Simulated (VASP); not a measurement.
# InP in VASP: further runs, part 2 of 2

VASP 6.6.1.

## (3) Single point, PBEsol

This run uses another cell than the first one: it holds 12 atoms, not 18.

INCAR reads:

```
PREC = Accurate
ENCUT = 520
EDIFF = 1E-7
ISMEAR = 0
SIGMA = 0.05
LREAL = False
LASPH = True
NELM = 60
ALGO = Normal
ISIF = 2
LWAVE = False
LCHARG = False
GGA = PS
NBANDS = 66
```

KPOINTS reads:

```
Automatic mesh
0
Gamma
  1 1 10
```

POSCAR reads:

```
InP
1.0
   14.5000000000      0.0000000000      0.0000000000
    0.0000000000     14.8000000000      0.0000000000
    0.0000000000      0.0000000000      4.9188788509
In P
6 6
Direct
    0.4581064072      0.5330518563      0.0000000000
    0.4825380893      0.3071159071      0.5000000000
    0.5070489768      0.6893781780      0.5000000000
    0.2828305518      0.4542535916      0.5000000000
    0.6572953723      0.4893239411      0.5000000000
    0.3411808157      0.3366175171      0.0000000000
    0.2812507694      0.5138269616      0.0000000000
    0.7057659126      0.5434669412      0.0000000000
    0.3028398576      0.2752760743      0.5000000000
    0.4748070882      0.4909977122      0.5000000000
    0.5267810673      0.3536585347      0.0000000000
    0.6030630971      0.6441723849      0.0000000000
```

Potentials or basis: VASP PAW PBE potentials, release 64 (In_d, P).

Command:

```console
$ cat potpaw_PBE.64/In_d/POTCAR potpaw_PBE.64/P/POTCAR > POTCAR
$ mpirun -np 1 vasp_std > vasp.out
```

OUTCAR:

```text
PREC = Accurate
   ENCUT = 520
   EDIFF = 1E-7
   ISMEAR = 0
   LREAL = False
   LASPH = True
   NELM = 60
   ISIF = 2
   GGA = PS

 ion  position               nearest neighbor table
   1  0.458  0.533  0.000-  10 2.55  10 2.55   7 2.58  12 2.67  11 2.84   6 3.37   3 3.45   3 3.45
                             4 3.72   4 3.72   5 3.85   5 3.85
   2  0.483  0.307  0.500-  11 2.63  11 2.63   9 2.65  10 2.72   6 3.23   6 3.23   4 3.62   5 3.70

   3  0.507  0.689  0.500-  12 2.90  12 2.90  10 2.97   1 3.45   1 3.45   5 3.68
   4  0.283  0.454  0.500-   7 2.61   7 2.61   9 2.66  10 2.84   6 3.13   6 3.13   2 3.62   1 3.72
                             1 3.72
   5  0.657  0.489  0.500-  10 2.65   8 2.68   8 2.68  12 3.45  12 3.45   3 3.68   2 3.70   1 3.85
                             1 3.85
   6  0.341  0.337  0.000-   9 2.68   9 2.68  11 2.70   7 2.76   4 3.13   4 3.13   2 3.23   2 3.23
                             1 3.37
   7  0.281  0.514  0.000-   1 2.58   4 2.61   4 2.61   6 2.76
   8  0.706  0.543  0.000-  12 2.11   5 2.68   5 2.68
   9  0.303  0.275  0.500-   2 2.65   4 2.66   6 2.68   6 2.68
  10  0.475  0.491  0.500-   1 2.55   1 2.55   5 2.65   2 2.72   4 2.84   3 2.97
  11  0.527  0.354  0.000-   2 2.63   2 2.63   6 2.70   1 2.84
  12  0.603  0.644  0.000-   8 2.11   1 2.67   3 2.90   3 2.90   5 3.45   5 3.45

  LATTYP: Found a simple orthorhombic cell.
 ALAT       =     4.9188788509
 B/A-ratio  =     2.9478262099
 C/A-ratio  =     3.0088157177

  Lattice vectors:

 A1 = (   0.0000000000,   0.0000000000,   4.9188788509)
 A2 = (  14.5000000000,   0.0000000000,   0.0000000000)
 A3 = (   0.0000000000,  14.8000000000,   0.0000000000)

Analysis of symmetry for initial positions (statically):
=====================================================================
 Subroutine PRICEL returns:
 Original cell was already a primitive cell.

 Routine SETGRP: Setting up the symmetry group for a
 simple orthorhombic supercell.

 Subroutine GETGRP returns: Found  2 space group operations
 (whereof  2 operations were pure point group operations)
 out of a pool of  8 trial point group operations.

The static configuration has the point symmetry C_1h.

Analysis of symmetry for dynamics (positions and initial velocities):
=====================================================================
 Subroutine PRICEL returns:
 Original cell was already a primitive cell.

 Routine SETGRP: Setting up the symmetry group for a
 simple orthorhombic supercell.

 Subroutine GETGRP returns: Found  2 space group operations
 (whereof  2 operations were pure point group operations)
 out of a pool of  8 trial point group operations.

The dynamic configuration has the point symmetry C_1h.

 Subroutine INISYM returns: Found  2 space group operations
 (whereof  2 operations are pure point group operations),
 and found     1 'primitive' translations

----------------------------------------------------------------------------------------

                                     Primitive cell

  volume of cell :    1055.5914

[... 71 lines left out ...]
   k-points           NKPTS =      6   k-points in BZ     NKDIM =      6   number of bands    NBANDS=     66
   number of dos      NEDOS =    301   number of ions     NIONS =     12
   total plane-waves  NPLWV = 483840
   dimension x,y,z NGX =   108 NGY =  112 NGZ =   40
   dimension x,y,z NGXF=   216 NGYF=  224 NGZF=   80
   ions per type =               6   6
   NGX,Y,Z   is equivalent  to a cutoff of  12.38, 12.58, 13.52 a.u.
   NGXF,Y,Z  is equivalent  to a cutoff of  24.76, 25.16, 27.04 a.u.
 SYSTEM =  unknown system
   PREC   = accura    normal or accurate (medium, high low for compatibility)
   ISTART =      0    job   : 0-new  1-cont  2-samecut
   ICHARG =      2    charge: 1-file 2-atom 10-const
   ISPIN  =      1    spin polarized calculation?
   LNONCOLLINEAR =      F non collinear calculations
   LSORBIT =      F    spin-orbit coupling
   LASPH  =      T    aspherical Exc in radial PAW
   ENCUT  =  520.0 eV  38.22 Ry    6.18 a.u.  26.96 27.52  9.15*2*pi/ulx,y,z
   NELM   =     60;   NELMIN=  2; NELMDL= -5     # of ELM steps
   EDIFF  = 0.1E-06   stopping-criterion for ELM
   LREAL  =      F    real-space projection
   EDIFFG = 0.1E-05   stopping-criterion for IOM
   NSW    =      0    number of steps for IOM
   IBRION =     -1    ionic relax: 0-MD 1-quasi-New 2-CG
   NFREE  =      0    steps in history (QN), initial steepest desc. (CG)
   ISIF   =      2    stress and relaxation
   ISYM   =      2    0-nonsym 1-usesym 2-fastsym
   POTIM  = 0.5000    time-step for ionic-motion
   TEBEG  =    0.0;   TEEND  =   0.0 temperature during run
   PSTRESS=    0.0 pullay stress
   NELECT =     108.0000    total number of electrons
   NUPDOWN=      -1.0000    fix difference up-down
   EMIN   =  10.00;   EMAX   =-10.00  energy-range for DOS
   EFERMI =   0.00;   METHOD = LEGACY
   ISMEAR =     0;   SIGMA  =   0.05  broadening in eV -4-tet -1-fermi 0-gaus
   EFERMI_NEDOS =   21; number of points for ismear=-14 and -15
   IALGO  =     38    algorithm
   IMIX   =      4    mixing-type and parameters
     AMIX     =   0.40;   BMIX     =  1.00
     AMIX_MAG =   1.60;   BMIX_MAG =  1.00
  volume/ion in A,a.u.               =      87.97       593.62
  Fermi-wavevector in a.u.,A,eV,Ry     =   0.765686  1.446937  7.976760  0.586275
  Thomas-Fermi vector in A             =   1.865861
   LORBIT       =      0    0 simple, 1 ext, 2 COOP (PROOUT), +10 PAW based schemes
   GGA     = PS    functional components
   LHFCALC =     F    Hartree Fock is set to
   AEXX    =    0.0000 exact exchange contribution
   IVDW    =     0    specifies the selected vdW correction
   LEPSILON=     F    determine dielectric tensor
   LRPA    =     F    only Hartree local field effects (RPA)
 non-spin polarized calculation
 Gauss-broadening in eV      SIGMA  =   0.05
  energy-cutoff  :      520.00
  volume of cell :     1055.59
 maximum number of plane-waves:     28456
 NGX is ok and might be reduce to   108

 number of electron     107.9999993 magnetization

 Free energy of the ion-electron system (eV)
  ---------------------------------------------------
  ext. energy  EPLUGINS =         0.00000000
  ---------------------------------------------------
  free energy    TOTEN  =       -48.31921304 eV

  energy without entropy =      -48.31836948  energy(sigma->0) =      -48.31879126

 E-fermi :  -1.6698     XC(G=0):  -3.5060

 val. band max:       -1.7512112179   @ k =   0.0000   0.0000   0.3000
 cond. band min:      -1.5891281202   @ k =   0.0000   0.0000   0.4000
 fundamental gap:      0.1620830977
 Fermi energy:        -1.6698297740

 k-point     1 :       0.0000    0.0000    0.0000
  band No.  band energies     occupation
      1     -16.5173      2.00000
      2     -16.4501      2.00000
      3     -16.3638      2.00000
      4     -16.3364      2.00000
      5     -16.2663      2.00000
      6     -16.2631      2.00000
[... 403 lines left out ...]
     65       2.2541      0.00000
     66       2.3875      0.00000

------------------------ aborting loop because EDIFF is reached ----------------------------------------

  FORCE on cell =-STRESS in cart. coord.  units (eV):
  Direction    XX          YY          ZZ          XY          YZ          ZX
  --------------------------------------------------------------------------------------
  -------------------------------------------------------------------------------------
  Total       -0.0787599     -0.0704645     -0.1026931      0.0179332      0.0000000      0.0000000
  in kB       -0.1195418     -0.1069510     -0.1558677      0.0272191      0.0000000      0.0000000
  external PRESSURE =      -0.1274535 kB  Pullay stress =       0.0000000 kB

 VOLUME and BASIS-vectors are now :
 -----------------------------------------------------------------------------
  energy-cutoff  :      520.00
  volume of cell :     1055.59
      direct lattice vectors                 reciprocal lattice vectors
    14.500000000  0.000000000  0.000000000     0.068965517  0.000000000  0.000000000
     0.000000000 14.800000000  0.000000000     0.000000000  0.067567568  0.000000000
     0.000000000  0.000000000  4.918878851     0.000000000  0.000000000  0.203298359

 POSITION                                       TOTAL-FORCE (eV/Angst)
 -----------------------------------------------------------------------------------
      6.64254      7.88917      0.00000        -0.003812      0.006700      0.000000
      6.99680      4.54532      2.45944         0.003364     -0.005357      0.000000
      7.35221     10.20280      2.45944        -0.008366      0.002901      0.000000
      4.10104      6.72295      2.45944        -0.007691     -0.000871      0.000000
      9.53078      7.24199      2.45944         0.005496     -0.002420      0.000000
      4.94712      4.98194      0.00000        -0.009260      0.011016      0.000000
      4.07814      7.60464      0.00000        -0.001331     -0.001759      0.000000
     10.23361      8.04331      0.00000        -0.021628      0.019070      0.000000
      4.39118      4.07409      2.45944         0.001299     -0.004481      0.000000
      6.88470      7.26677      2.45944         0.005628      0.008315      0.000000
      7.63833      5.23415      0.00000         0.009313     -0.012951      0.000000
      8.74441      9.53375      0.00000         0.026988     -0.020162      0.000000
 -----------------------------------------------------------------------------------
    total drift:                                0.000725      0.000024      0.000001

  FREE ENERGIE OF THE ION-ELECTRON SYSTEM (eV)
  ---------------------------------------------------
  free  energy   TOTEN  =       -48.3192130447 eV

  energy  without entropy=      -48.3183694757  energy(sigma->0) =      -48.31879126
```

It took 11 min on 1 thread of Intel Xeon 6975P-C (Granite Rapids), shared host; peak memory 1 GiB.

What came out:

```
Free energy            : -48.3192 eV
Largest force          : 0.034 eV/Å
Band gap on the k mesh : zero (bands 54 and 55 overlap by 0.76 eV)
```

Forces in eV/Å, atoms in the order of the input:
```
In  -0.004  0.007  0.000
In   0.003 -0.005  0.000
In  -0.008  0.003  0.000
In  -0.008 -0.001  0.000
In   0.005 -0.002  0.000
In  -0.009  0.011  0.000
P   -0.001 -0.002  0.000
P   -0.022  0.019  0.000
P    0.001 -0.004  0.000
P    0.006  0.008  0.000
P    0.009 -0.013  0.000
P    0.027 -0.020  0.000
```

Levels at points of the mesh, in eV from the Fermi level:
```
           k point  band 50  band 51  band 52  band 53  band 54  band 55  band 56  band 57  band 58  band 59
(0.00, 0.00, 0.00)    -1.38    -1.34    -1.00    -0.78    -0.67    -0.38     0.17     0.51     0.71     1.44
(0.00, 0.00, 0.50)    -1.37    -1.08    -0.79    -0.67     0.38     1.11     1.51     2.06     2.45     2.67
```

Caveat: the PAW data sets were made with another functional, which shifts forces and pressure a little; spin-orbit coupling is left out, which moves the levels of the heavy elements.

The gap in the log of VASP goes by the Fermi energy; the results here count the filled bands.